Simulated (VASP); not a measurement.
# Be12HC in VASP: further runs

Be12HC is run at these levels: PBE+D3(BJ); tasks: single point.

All numbers are computed with VASP 6.6.1; they aren't measurements. Logs are shortened: lines on timing, memory, paths and dates and some standing lists are left out, and cuts for length are marked.

## 1. The cell of the first run

The cell holds a slab with vacuum, 14 atoms: a = 4.580 Å, b = 4.580 Å, c = 18.588 Å, α = 90.00°, β = 90.00°, γ = 60.00°.

## 2. Single point, PBE+D3(BJ)

INCAR

```
SYSTEM = Be12HC
ALGO     = Normal         ! electronic algorithm
EDIFF    = 1E-7           ! SCF threshold, eV
ENCUT    = 520            ! plane-wave cutoff, eV
GGA      = PE             ! functional
ISIF     = 2              ! what is computed and relaxed
ISMEAR   = -1             ! smearing method
IVDW     = 12             ! dispersion correction
LASPH    = .True.         ! aspherical terms in the spheres
LCHARG   = .False.        ! write CHGCAR
LREAL    = .False.        ! projectors in reciprocal space
LWAVE    = .False.        ! write WAVECAR
NBANDS   = 28             ! bands
NELM     = 100            ! most SCF steps
PREC     = Accurate       ! precision mode
SIGMA    = 0.05           ! smearing width, eV
```

KPOINTS

```
k-points
0
Gamma
  3 3 1
  0 0 0
```

POSCAR

```
Be12HC
1.0
    4.5800000000      0.0000000000      0.0000000000
    2.2900000000      3.9663960000      0.0000000000
    0.0000000000      0.0000000000     18.5884300000
Be C H
12 1 1
Direct
    0.0000000000      0.0000000000      0.0537969048
    0.5000000000      0.0000000000      0.0537969048
   -0.0000002521      0.5000005042      0.0537969048
    0.4999997479      0.5000005042      0.0537969048
   -0.1435773754      0.3539233097      0.1477962367
    0.3642702636      0.2700184248      0.1407165640
   -0.1032580252      0.7958610285      0.1333948053
    0.3142316964      0.8395278737      0.1327223440
   -0.0496718444      0.0096056975      0.2602210084
    0.5697891425     -0.0020673680      0.2355658870
    0.1561550018      0.3872533151      0.2669886591
    0.4194718792      0.5262964162      0.2297880994
    0.6033861821      0.2921796008      0.3091546731
    0.5719979660      0.2015935877      0.3664107189
```

Potentials or basis: VASP PAW PBE potentials, release 64 (Be, C, H).

Command:

```sh
$ cat potpaw_PBE.64/Be/POTCAR potpaw_PBE.64/C/POTCAR potpaw_PBE.64/H/POTCAR > POTCAR
$ mpirun -np 1 vasp_std > vasp.out
```

OUTCAR:

```text
SYSTEM = Be12HC
   EDIFF = 1E-7
   ENCUT = 520
   GGA = PE
   ISIF = 2
   ISMEAR = -1
   IVDW = 12
   LASPH = .True.
   LREAL = .False.
   NELM = 100
   PREC = Accurate
 IVDW          = 12

 ion  position               nearest neighbor table
   1  0.000  0.000  0.054-   8 1.93   7 1.93   5 2.25   4 2.29   3 2.29   2 2.29   2 2.29   4 2.29
                             3 2.29
   2  0.500  0.000  0.054-   6 1.94   8 2.01   7 2.16   4 2.29   3 2.29   1 2.29   1 2.29   3 2.29
                             4 2.29
   3  1.000  0.500  0.054-   7 1.90   5 2.09   6 2.18   2 2.29   1 2.29   4 2.29   4 2.29   1 2.29
                             2 2.29
   4  0.500  0.500  0.054-   8 1.99   6 2.18   5 2.25   2 2.29   1 2.29   3 2.29   3 2.29   2 2.29
                             1 2.29
   5  0.856  0.354  0.148-   3 2.09   7 2.14   6 2.16   1 2.25   4 2.25   8 2.26  12 2.32   8 2.38

   6  0.364  0.270  0.141-   2 1.94  10 2.09   8 2.10  12 2.12   5 2.16   3 2.18   4 2.18   7 2.29
                             7 2.32
   7  0.897  0.796  0.133-   3 1.90   1 1.93   8 2.02   5 2.14   2 2.16   6 2.29  10 2.31   6 2.32

   8  0.314  0.840  0.133-   1 1.93   4 1.99   2 2.01   7 2.02   6 2.10  12 2.20   5 2.26   5 2.38

   9  0.950  0.010  0.260-  13 1.72  10 1.83  12 2.25  11 2.35
  10  0.570  0.998  0.236-   9 1.83  11 1.93  13 1.98   6 2.09  12 2.16   7 2.31
  11  0.156  0.387  0.267-  12 1.76  10 1.93  13 2.03   9 2.35
  12  0.419  0.526  0.230-  11 1.76  13 1.77   6 2.12  10 2.16   8 2.20   9 2.25   5 2.32
  13  0.603  0.292  0.309-  14 1.18   9 1.72  12 1.77  10 1.98  11 2.03
  14  0.572  0.202  0.366-  13 1.18

  LATTYP: Found a hexagonal cell.
 ALAT       =     4.5799996975
 C/A-ratio  =     4.0586094384

  Lattice vectors:

 A1 = (  -2.2900000000,  -3.9663960000,   0.0000000000)
 A2 = (   4.5800000000,   0.0000000000,   0.0000000000)
 A3 = (   0.0000000000,   0.0000000000,  18.5884300000)

Analysis of symmetry for initial positions (statically):
=====================================================================
 Subroutine PRICEL returns:
 Original cell was already a primitive cell.

 Routine SETGRP: Setting up the symmetry group for a
 hexagonal supercell.

 Subroutine GETGRP returns: Found  1 space group operations
 (whereof  1 operations were pure point group operations)
 out of a pool of 24 trial point group operations.

The static configuration has the point symmetry C_1 .

Analysis of symmetry for dynamics (positions and initial velocities):
=====================================================================
 Subroutine PRICEL returns:
 Original cell was already a primitive cell.

 Routine SETGRP: Setting up the symmetry group for a
 hexagonal supercell.

 Subroutine GETGRP returns: Found  1 space group operations
 (whereof  1 operations were pure point group operations)
 out of a pool of 24 trial point group operations.

The dynamic configuration has the point symmetry C_1 .

 Subroutine INISYM returns: Found  1 space group operations
 (whereof  1 operations are pure point group operations),
 and found     1 'primitive' translations

----------------------------------------------------------------------------------------

                                     Primitive cell

  volume of cell :     337.6792

  direct lattice vectors                    reciprocal lattice vectors
     4.580000000  0.000000000  0.000000000     0.218340611 -0.126059022  0.000000000
     2.290000000  3.966396000  0.000000000     0.000000000  0.252118044  0.000000000
     0.000000000  0.000000000 18.588430000     0.000000000  0.000000000  0.053796905

  length of vectors
     4.580000000  4.579999697 18.588430000     0.252118027  0.252118044  0.053796905

  position of ions in fractional coordinates (direct lattice)
     0.000000000  0.000000000  0.053796905
     0.500000000  0.000000000  0.053796905
     0.999999748  0.500000504  0.053796905
     0.499999748  0.500000504  0.053796905
     0.856422625  0.353923310  0.147796237
     0.364270264  0.270018425  0.140716564
     0.896741975  0.795861028  0.133394805
     0.314231696  0.839527874  0.132722344
     0.950328156  0.009605697  0.260221008
     0.569789142  0.997932632  0.235565887
     0.156155002  0.387253315  0.266988659
     0.419471879  0.526296416  0.229788099
     0.603386182  0.292179601  0.309154673
     0.571997966  0.201593588  0.366410719

  ion indices of the primitive-cell ions
   primitive index   ion index
                 1           1
                 2           2
                 3           3
                 4           4
                 5           5
                 6           6
                 7           7
                 8           8
                 9           9
                10          10
                11          11
                12          12
                13          13
                14          14

----------------------------------------------------------------------------------------

 KPOINTS: k-points

Automatic generation of k-mesh.
 Grid dimensions read from file:
 generate k-points for:    3    3    1

 Generating k-lattice:

  Cartesian coordinates                     Fractional coordinates (reciprocal lattice)
     0.072780204 -0.042019674  0.000000000     0.333333333 -0.000000000  0.000000000
     0.000000000  0.084039348  0.000000000     0.000000000  0.333333333  0.000000000
     0.000000000  0.000000000  0.053796905     0.000000000  0.000000000  1.000000000

  Length of vectors
     0.084039342  0.084039348  0.053796905

  Shift w.r.t. Gamma in fractional coordinates (k-lattice)
     0.000000000  0.000000000  0.000000000

 Subroutine IBZKPT returns following result:
 ===========================================

 Found      5 irreducible k-points:

 Following reciprocal coordinates:
            Coordinates               Weight
  0.000000  0.000000  0.000000      1.000000
  0.333333 -0.000000  0.000000      2.000000
  0.333333  0.333333  0.000000      2.000000
  0.000000  0.333333  0.000000      2.000000
 -0.333333  0.333333  0.000000      2.000000
   k-points           NKPTS =      5   k-points in BZ     NKDIM =      5   number of bands    NBANDS=     28
   number of dos      NEDOS =    301   number of ions     NIONS =     14
   total plane-waves  NPLWV = 181440
   dimension x,y,z NGX =    36 NGY =   36 NGZ =  140
   dimension x,y,z NGXF=    72 NGYF=   72 NGZF=  280
   ions per type =              12   1   1
   NGX,Y,Z   is equivalent  to a cutoff of  13.07, 13.07, 12.52 a.u.
   NGXF,Y,Z  is equivalent  to a cutoff of  26.13, 26.13, 25.04 a.u.
 SYSTEM =  Be12HC
   PREC   = accura    normal or accurate (medium, high low for compatibility)
   ISTART =      0    job   : 0-new  1-cont  2-samecut
   ICHARG =      2    charge: 1-file 2-atom 10-const
   ISPIN  =      1    spin polarized calculation?
   LNONCOLLINEAR =      F non collinear calculations
   LSORBIT =      F    spin-orbit coupling
   LASPH  =      T    aspherical Exc in radial PAW
   ENCUT  =  520.0 eV  38.22 Ry    6.18 a.u.   8.52  8.52 34.56*2*pi/ulx,y,z
   NELM   =    100;   NELMIN=  2; NELMDL= -5     # of ELM steps
   EDIFF  = 0.1E-06   stopping-criterion for ELM
   LREAL  =      F    real-space projection
   EDIFFG = 0.1E-05   stopping-criterion for IOM
   NSW    =      0    number of steps for IOM
   IBRION =     -1    ionic relax: 0-MD 1-quasi-New 2-CG
   NFREE  =      0    steps in history (QN), initial steepest desc. (CG)
   ISIF   =      2    stress and relaxation
   ISYM   =      2    0-nonsym 1-usesym 2-fastsym
   POTIM  = 0.5000    time-step for ionic-motion
   TEBEG  =    0.0;   TEEND  =   0.0 temperature during run
   PSTRESS=    0.0 pullay stress
   NELECT =      29.0000    total number of electrons
   NUPDOWN=      -1.0000    fix difference up-down
   EMIN   =  10.00;   EMAX   =-10.00  energy-range for DOS
   EFERMI =   0.00;   METHOD = LEGACY
   ISMEAR =    -1;   SIGMA  =   0.05  broadening in eV -4-tet -1-fermi 0-gaus
   EFERMI_NEDOS =   21; number of points for ismear=-14 and -15
   IALGO  =     38    algorithm
   IMIX   =      4    mixing-type and parameters
     AMIX     =   0.40;   BMIX     =  1.00
     AMIX_MAG =   1.60;   BMIX_MAG =  1.00
  volume/ion in A,a.u.               =      24.12       162.77
  Fermi-wavevector in a.u.,A,eV,Ry     =   0.722281  1.364913  7.098018  0.521690
  Thomas-Fermi vector in A             =   1.812203
   LORBIT       =      0    0 simple, 1 ext, 2 COOP (PROOUT), +10 PAW based schemes
   GGA     = PE    functional components
   LHFCALC =     F    Hartree Fock is set to
   AEXX    =    0.0000 exact exchange contribution
   IVDW    =    12    specifies the selected vdW correction
   LEPSILON=     F    determine dielectric tensor
   LRPA    =     F    only Hartree local field effects (RPA)
 non-spin polarized calculation
  energy-cutoff  :      520.00
  volume of cell :      337.68
 maximum number of plane-waves:      9171
 NGX is ok and might be reduce to    36
   NGX = 17   NGY = 17   NGZ = 69

 number of electron      29.0000001 magnetization

 Free energy of the ion-electron system (eV)
  ---------------------------------------------------
  ext. energy  EPLUGINS =         0.00000000
  ---------------------------------------------------
  free energy    TOTEN  =       -48.90715487 eV

  energy without entropy =      -48.85626873  energy(sigma->0) =      -48.88171180

 E-fermi :  -0.9402     XC(G=0):  -4.4441

 val. band max:       -0.9457648091   @ k =   0.0000   0.0000   0.0000
 cond. band min:      -0.8987466001   @ k =  -0.3333   0.3333   0.0000
 fundamental gap:      0.0470182090
 Fermi energy:        -0.9402171257

 k-point     1 :       0.0000    0.0000    0.0000
  band No.  band energies     occupation
      1     -13.1900      2.00000
      2     -10.7729      2.00000
      3      -8.4824      2.00000
      4      -6.4291      2.00000
      5      -5.2389      2.00000
      6      -4.9655      2.00000
[... 18 lines left out ...]
     25       3.4532      0.00000
     26       4.0997      0.00000

 k-point     2 :       0.3333   -0.0000    0.0000
  band No.  band energies     occupation
      1     -13.0468      2.00000
      2     -10.0534      2.00000
      3      -8.0449      2.00000
      4      -7.8563      2.00000
      5      -6.8510      2.00000
      6      -5.6187      2.00000
[... 18 lines left out ...]
     25       4.1095      0.00000
     26       4.3235      0.00000

 k-point     3 :       0.3333    0.3333    0.0000
  band No.  band energies     occupation
      1     -13.0506      2.00000
      2     -10.0507      2.00000
      3      -8.0960      2.00000
      4      -7.7500      2.00000
      5      -6.7338      2.00000
      6      -5.7583      2.00000
[... 18 lines left out ...]
     25       3.8147      0.00000
     26       4.3394      0.00000

 k-point     4 :       0.0000    0.3333    0.0000
  band No.  band energies     occupation
      1     -13.0514      2.00000
      2     -10.0463      2.00000
      3      -8.1206      2.00000
      4      -7.7216      2.00000
      5      -6.6483      2.00000
      6      -5.8449      2.00000
[... 18 lines left out ...]
     25       4.1586      0.00000
     26       4.3870      0.00000

 k-point     5 :      -0.3333    0.3333    0.0000
  band No.  band energies     occupation
      1     -12.9761      2.00000
      2      -8.7595      2.00000
      3      -8.5857      2.00000
      4      -8.4297      2.00000
      5      -7.3649      2.00000
      6      -6.8279      2.00000
[... 18 lines left out ...]
     25       5.0023      0.00000
     26       5.4249      0.00000
 [bands above 26 left out]

------------------------ aborting loop because EDIFF is reached ----------------------------------------

 Edisp (eV)   -2.86761

 E8    (eV) :    -1.0336

  FORCE on cell =-STRESS in cart. coord.  units (eV):
  Direction    XX          YY          ZZ          XY          YZ          ZX
  --------------------------------------------------------------------------------------
  -------------------------------------------------------------------------------------
  Total      -4.01803    -4.52575     1.35486     2.70619     0.94886    -3.00731
  in kB     -19.06422   -21.47319     6.42838    12.84001     4.50205   -14.26872
  external pressure =      -11.37 kB  Pullay stress =        0.00 kB

 VOLUME and BASIS-vectors are now :
 -----------------------------------------------------------------------------
  energy-cutoff  :      520.00
  volume of cell :      337.68
      direct lattice vectors                 reciprocal lattice vectors
     4.580000000  0.000000000  0.000000000     0.218340611 -0.126059022  0.000000000
     2.290000000  3.966396000  0.000000000     0.000000000  0.252118044  0.000000000
     0.000000000  0.000000000 18.588430000     0.000000000  0.000000000  0.053796905

 POSITION                                       TOTAL-FORCE (eV/Angst)
 -----------------------------------------------------------------------------------
      0.00000      0.00000      1.00000         0.016497      0.802389     -1.427736
      2.29000      0.00000      1.00000         0.402402     -0.605443     -1.682057
      5.72500      1.98320      1.00000         0.138956     -0.826353     -0.978302
      3.43500      1.98320      1.00000        -0.084426     -0.391308     -0.887702
      4.73290      1.40380      2.74730        -0.923895     -0.697810      0.142398
      2.28670      1.07100      2.61570         0.398720      1.698409      0.914532
      5.92960      3.15670      2.47960        -1.005856      0.751682      2.737213
      3.36170      3.32990      2.46710         1.417176     -0.287327      2.438774
      4.37450      0.03810      4.83710         2.835809     -0.277322      0.066022
      4.89490      3.95820      4.37880        -1.953669     -1.369809     -0.317344
      1.60200      1.53600      4.96290        -2.836398      0.651128      0.943041
      3.12640      2.08750      4.27140         2.821269      1.323583     -0.124215
      3.43260      1.15890      5.74670        -2.095036     -1.879454     -0.136454
      3.08140      0.79960      6.81100         0.868452      1.107634     -1.688174
 -----------------------------------------------------------------------------------
    total drift:                                0.000007      0.000003     -0.000075

  FREE ENERGIE OF THE ION-ELECTRON SYSTEM (eV)
  ---------------------------------------------------
  free  energy   TOTEN  =       -51.7747606179 eV

  energy  without entropy=      -51.7238744828  energy(sigma->0) =      -51.74931755
```

Run time: 81 s. Hardware: 1 thread of Intel Xeon Platinum 8375C at 2.90GHz (Ice Lake), shared host; peak memory 0.43 GiB.

Results:

```yaml
Free_energy: -51.7748 eV
Largest_force: 3.119 eV/Å
Dispersion_energy_per_atom: -0.205 eV
```

Forces on the atoms (eV/Å):
```
Be   0.016  0.802 -1.428
Be   0.402 -0.605 -1.682
Be   0.139 -0.826 -0.978
Be  -0.084 -0.391 -0.888
Be  -0.924 -0.698  0.142
Be   0.399  1.698  0.915
Be  -1.006  0.752  2.737
Be   1.417 -0.287  2.439
Be   2.836 -0.277  0.066
Be  -1.954 -1.370 -0.317
Be  -2.836  0.651  0.943
Be   2.821  1.324 -0.124
C   -2.095 -1.879 -0.136
H    0.868  1.108 -1.688
```

Levels at points of the mesh, in eV from the Fermi level:
```
           k point  band 11  band 12  band 13  band 14  band 15  band 16  band 17  band 18
(0.00, 0.00, 0.00)    -2.60    -2.37    -2.24    -1.97    -1.31    -0.01     0.70     2.31
```

Caveat: the k points lie up to 0.53 Å⁻¹ apart.

## 3. Single point, PBE+D3(BJ)

INCAR

```
PREC     = Accurate       # precision mode
ENCUT    = 520            # plane-wave cutoff, eV
EDIFF    = 1E-7           # SCF threshold, eV
ISMEAR   = -1             # smearing method
SIGMA    = 0.05           # smearing width, eV
LREAL    = False          # projectors in reciprocal space
LASPH    = True           # aspherical terms in the spheres
NELM     = 60             # most SCF steps
ALGO     = Normal         # electronic algorithm
ISIF     = 2              # what is computed and relaxed
LWAVE    = False          # write WAVECAR
LCHARG   = False          # write CHGCAR
GGA      = PE             # functional
IVDW     = 12             # dispersion correction
NBANDS   = 28             # bands
```

KPOINTS

```
Automatic mesh
0
Gamma
  3 3 1
```

POSCAR

```
Be12HC
1.0
    4.5800000000      0.0000000000      0.0000000000
    2.2900000000      3.9663960000      0.0000000000
    0.0000000000      0.0000000000     18.5884300000
Be C H
12 1 1
Direct
    0.0000000000      0.0000000000      0.0537969048
    0.5000000000      0.0000000000      0.0537969048
   -0.0000002521      0.5000005042      0.0537969048
    0.4999997479      0.5000005042      0.0537969048
   -0.2177176897      0.3772694406      0.1799829249
    0.3654735322      0.3407123242      0.1482266119
   -0.2230471149      0.8636051468      0.1408349172
    0.3625146792      0.8227872356      0.1702887226
    0.0515148726      0.0932584644      0.2950652637
    0.5427606864      0.0285397625      0.2908906239
    0.0670423000      0.5402385440      0.2399664738
    0.4232908044      0.6112349851      0.3346275075
    0.7254073216      0.1474386319      0.3368385603
    0.7490875352      0.1329166326      0.3958161071
```

Potentials or basis: VASP PAW PBE potentials, release 64 (Be, C, H).

Command:

```sh
$ cat potpaw_PBE.64/Be/POTCAR potpaw_PBE.64/C/POTCAR potpaw_PBE.64/H/POTCAR > POTCAR
$ mpirun -np 1 vasp_std > vasp.out
```

Wall time 82 s (1 thread of Intel Xeon Platinum 8375C at 2.90GHz (Ice Lake), shared host); peak memory 0.42 GiB.

The run converged. Its results:

```yaml
Free_energy: -51.6322 eV
Largest_force: 5.287 eV/Å
Dispersion_energy_per_atom: -0.185 eV
```

Forces on the atoms (eV/Å):
```
Be   0.295  0.194 -0.106
Be  -0.854  0.334 -0.623
Be  -0.068 -0.188 -0.279
Be   0.547  0.252 -0.102
Be   1.077 -1.257 -0.586
Be  -1.185  0.033  0.237
Be   1.580 -1.034  2.190
Be  -1.417  1.294  0.415
Be   1.126  0.117 -1.376
Be  -3.832 -1.011 -2.753
Be   0.192  0.438 -0.009
Be   0.664 -1.292 -1.480
C    2.015  2.423  4.245
H   -0.139 -0.302  0.227
```

Levels at points of the mesh, in eV from the Fermi level:
```
           k point  band 11  band 12  band 13  band 14  band 15  band 16  band 17  band 18  band 19  band 20
(0.00, 0.00, 0.00)    -2.14    -1.97    -1.49    -1.33    -0.03     0.17     1.27     1.57     2.44     2.58
```

Caveat: the k points lie up to 0.53 Å⁻¹ apart.

(Continued in part 2 of 2.)
